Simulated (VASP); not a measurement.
# C (Fm-3m) in VASP: a series of runs, part 2 of 2

VASP 6.6.1. The steps go on from the part before.

### 3 Single point, LDA

Contents of INCAR:

```
SYSTEM = C
ALGO = Normal
EDIFF = 1E-7
ENCUT = 520
ISIF = 2
ISMEAR = -1
LASPH = .TRUE.
LCHARG = .TRUE.
LELF = .TRUE.
LREAL = .FALSE.
LVHAR = .TRUE.
LWAVE = .FALSE.
NBANDS = 8
NELM = 100
PREC = Accurate
SIGMA = 0.1
```

Contents of KPOINTS:

```
k-points
0
G
  23 23 23
  0 0 0
```

Contents of POSCAR:

```
C
1.0
    0.0000000000      1.4530345857      1.4530345857
    1.4530345857      0.0000000000      1.4530345857
    1.4530345857      1.4530345857      0.0000000000
C
1
Direct
    0.0000000000      0.0000000000      0.0000000000
```

Potentials or basis: VASP PAW LDA potentials, release 64 (C).

The run is started by

```bash
$ cat potpaw_LDA.64/C/POTCAR > POTCAR
$ mpirun -np 1 vasp_std > vasp.out
```

OUTCAR:

```text
SYSTEM = C
   EDIFF = 1E-7
   ENCUT = 520
   ISIF = 2
   ISMEAR = -1
   LASPH = .TRUE.
   LREAL = .FALSE.
   NELM = 100
   PREC = Accurate

 ion  position               nearest neighbor table
   1  0.000  0.000  0.000-

  LATTYP: Found a face centered cubic cell.
 ALAT       =     2.9060691714

  Lattice vectors:

 A1 = (   0.0000000000,   1.4530345857,   1.4530345857)
 A2 = (   1.4530345857,   0.0000000000,   1.4530345857)
 A3 = (   1.4530345857,   1.4530345857,   0.0000000000)

Analysis of symmetry for initial positions (statically):
=====================================================================
 Subroutine PRICEL returns:
 Original cell was already a primitive cell.

 Routine SETGRP: Setting up the symmetry group for a
 face centered cubic supercell.

 Subroutine GETGRP returns: Found 48 space group operations
 (whereof 48 operations were pure point group operations)
 out of a pool of 48 trial point group operations.

The static configuration has the point symmetry O_h .

Analysis of symmetry for dynamics (positions and initial velocities):
=====================================================================
 Subroutine PRICEL returns:
 Original cell was already a primitive cell.

 Routine SETGRP: Setting up the symmetry group for a
 face centered cubic supercell.

 Subroutine GETGRP returns: Found 48 space group operations
 (whereof 48 operations were pure point group operations)
 out of a pool of 48 trial point group operations.

The dynamic configuration has the point symmetry O_h .

 Subroutine INISYM returns: Found 48 space group operations
 (whereof 48 operations are pure point group operations),
 and found     1 'primitive' translations

----------------------------------------------------------------------------------------

                                     Primitive cell

  volume of cell :       6.1356
[... 106 lines left out ...]
     AMIX     =   0.40;   BMIX     =  1.00
     AMIX_MAG =   1.60;   BMIX_MAG =  1.00
  volume/ion in A,a.u.               =       6.14        41.41
  Fermi-wavevector in a.u.,A,eV,Ry     =   1.419522  2.682508 27.416331  2.015043
  Thomas-Fermi vector in A             =   2.540534
   LORBIT       =      0    0 simple, 1 ext, 2 COOP (PROOUT), +10 PAW based schemes
   GGA     = CA    functional components
   LHFCALC =     F    Hartree Fock is set to
   AEXX    =    0.0000 exact exchange contribution
   IVDW    =     0    specifies the selected vdW correction
   LEPSILON=     F    determine dielectric tensor
   LRPA    =     F    only Hartree local field effects (RPA)
 non-spin polarized calculation
  energy-cutoff  :      520.00
  volume of cell :        6.14
 maximum number of plane-waves:       173
   NGX =  7   NGY =  7   NGZ =  7

 number of electron       4.0000000 magnetization

 Free energy of the ion-electron system (eV)
  ---------------------------------------------------
  ext. energy  EPLUGINS =         0.00000000
  ---------------------------------------------------
  free energy    TOTEN  =        -5.47089909 eV

  energy without entropy =       -5.45994457  energy(sigma->0) =       -5.46542183

 E-fermi :  10.2197     XC(G=0): -13.6337

 val. band max:       10.2159089244   @ k =  -0.1739   0.3043   0.1304
 cond. band min:      10.2297804889   @ k =  -0.4783   0.3913   0.1304
 fundamental gap:      0.0138715645
 Fermi energy:        10.2196593844

 k-point     1 :       0.0000    0.0000    0.0000
  band No.  band energies     occupation
      1     -10.9185      2.00000
      2      19.4590      0.00000
      3      19.4590      0.00000
      4      19.4590      0.00000
      5      42.6324      0.00000
      6      42.6324      0.00000
      7      42.6324      0.00000
      8      46.6655      0.00000
[... 243 lines left out ...]
 k-point    24 :      -0.4783    0.0435    0.0000
  band No.  band energies     occupation
      1      -0.3820      2.00000
      2       0.4975      2.00000
      3      17.1272      0.00000
      4      17.3107      0.00000
      5      37.9111      0.00000
      6      38.4025      0.00000
      7      39.9221      0.00000
      8      43.1122      0.00000

 [... further k-points ...]

------------------------ aborting loop because EDIFF is reached ----------------------------------------

  FORCE on cell =-STRESS in cart. coord.  units (eV):
  Direction    XX          YY          ZZ          XY          YZ          ZX
  --------------------------------------------------------------------------------------
  -------------------------------------------------------------------------------------
  Total        0.9432931      0.9432931      0.9432931      0.0000000     -0.0000000      0.0000000
  in kB      246.3198281    246.3198281    246.3198281      0.0000000     -0.0000000      0.0000000
  external PRESSURE =     246.3198281 kB  Pullay stress =       0.0000000 kB

 VOLUME and BASIS-vectors are now :
 -----------------------------------------------------------------------------
  energy-cutoff  :      520.00
  volume of cell :        6.14
      direct lattice vectors                 reciprocal lattice vectors
     0.000000000  1.453034586  1.453034586    -0.344107432  0.344107432  0.344107432
     1.453034586  0.000000000  1.453034586     0.344107432 -0.344107432  0.344107432
     1.453034586  1.453034586  0.000000000     0.344107432  0.344107432 -0.344107432

 POSITION                                       TOTAL-FORCE (eV/Angst)
 -----------------------------------------------------------------------------------
      0.00000      0.00000      0.00000        -0.000000      0.000000      0.000000
 -----------------------------------------------------------------------------------
    total drift:                                0.000000     -0.000000     -0.000000

  FREE ENERGIE OF THE ION-ELECTRON SYSTEM (eV)
  ---------------------------------------------------
  free  energy   TOTEN  =        -5.4708990944 eV

  energy  without entropy=       -5.4599445735  energy(sigma->0) =       -5.46542183
```

OSZICAR:

```text
N       E                     dE             d eps       ncg     rms          rms(c)
DAV:   1    -0.421029445768E+01   -0.42103E+01   -0.25310E+03  6592   0.492E+02
DAV:   2    -0.546717391357E+01   -0.12569E+01   -0.12164E+01  7704   0.264E+01
DAV:   3    -0.547084666712E+01   -0.36728E-02   -0.36653E-02  6456   0.142E+00
DAV:   4    -0.547084759307E+01   -0.92595E-06   -0.92541E-06  8416   0.207E-02
DAV:   5    -0.547084759393E+01   -0.85916E-09   -0.14167E-09  6536   0.139E-04    0.111E+00
DAV:   6    -0.547085375492E+01   -0.61610E-05   -0.56356E-05  7064   0.649E-02    0.658E-01
DAV:   7    -0.547089836685E+01   -0.44612E-04   -0.13202E-04  6008   0.101E-01    0.278E-02
DAV:   8    -0.547089889319E+01   -0.52634E-06   -0.14927E-06  7224   0.875E-03    0.463E-03
DAV:   9    -0.547089907379E+01   -0.18060E-06   -0.13087E-08  4496   0.105E-03    0.790E-04
DAV:  10    -0.547089909437E+01   -0.20579E-07   -0.79209E-09  3240   0.545E-04
   1 F= -.54708991E+01 E0= -.54654218E+01  d E =-.109545E-01
```

stdout:

```text
POSCAR found type information on POSCAR C
 POSCAR found :  1 types and       1 ions
 scaLAPACK will be used
 LDA part: xc-table for (Slater(with rela. corr.)+CA(PZ))
 , standard interpolation
 POSCAR, INCAR and KPOINTS ok, starting setup
 FFT: planning ... GRIDC
 FFT: planning ... GRID_SOFT
 FFT: planning ... GRID
 WAVECAR not read
 entering main loop
```

Run time: 3.5 s. Hardware: 1 thread of Intel Xeon 6975P-C (Granite Rapids), shared host; peak memory 0.11 GiB.

Results:

| Item | Value |
| --- | --- |
| Free energy | -5.4709 eV |
| Pressure | 24.6 GPa |
| Band gap on the k mesh | zero (band 2 reaches 19.46 eV, above the bottom of band 3 at 6.69 eV) |

### 4 Relaxation of cell and atoms, LDA, target pressure 24 GPa, at which the enthalpy is minimised

Contents of INCAR:

```
SYSTEM = C
  PREC = Accurate
  ENCUT = 600
  EDIFF = 1E-6
  ISMEAR = -1
  SIGMA = 0.1
  LREAL = .False.
  LASPH = .True.
  NELM = 100
  ALGO = Normal
  ISIF = 3
  LWAVE = .False.
  LCHARG = .False.
  IBRION = 2
  NSW = 60
  EDIFFG = -0.005
  PSTRESS = 240.0
```

Contents of KPOINTS:

```
regular mesh
0
Gamma
  23 23 23
  0 0 0
```

Contents of POSCAR:

```
C
1.0
    0.0000000000      1.4535914866      1.4535914866
    1.4535914866      0.0000000000      1.4535914866
    1.4535914866      1.4535914866      0.0000000000
C
1
Direct
    0.0000000000      0.0000000000      0.0000000000
```

The run is started by

```bash
$ cat potpaw_LDA.64/C/POTCAR > POTCAR
$ mpirun -np 1 vasp_std > vasp.out
```

Wall time 2.3 s (1 thread of Intel Xeon 6975P-C (Granite Rapids), shared host); peak memory 0.12 GiB.

Results (log left out):

```
Free energy             : -5.4732 eV
Pressure after relaxing : 24.0 GPa
Band gap on the k mesh  : zero (band 2 reaches 19.43 eV, above the bottom of band 3 at 6.67 eV)
```

Final structure:
```
CELL_PARAMETERS angstrom
0.00000 1.45359 1.45359
1.45359 0.00000 1.45359
1.45359 1.45359 0.00000
ATOMIC_POSITIONS crystal
C 0.00000 0.00000 0.00000
```

Levels at points of the mesh, in eV from the Fermi level:
| k point | band 1 | band 2 | band 3 | band 4 | band 5 | band 6 |
| --- | --- | --- | --- | --- | --- | --- |
| (0.00, 0.00, 0.00) | -21.12 | 9.23 | 9.23 | 9.23 | 32.40 | 32.40 |

Caveat: the relaxation stopped at its first step, so nothing moved; the cell is relaxed towards a set pressure, so the enthalpy falls and the energy may rise.
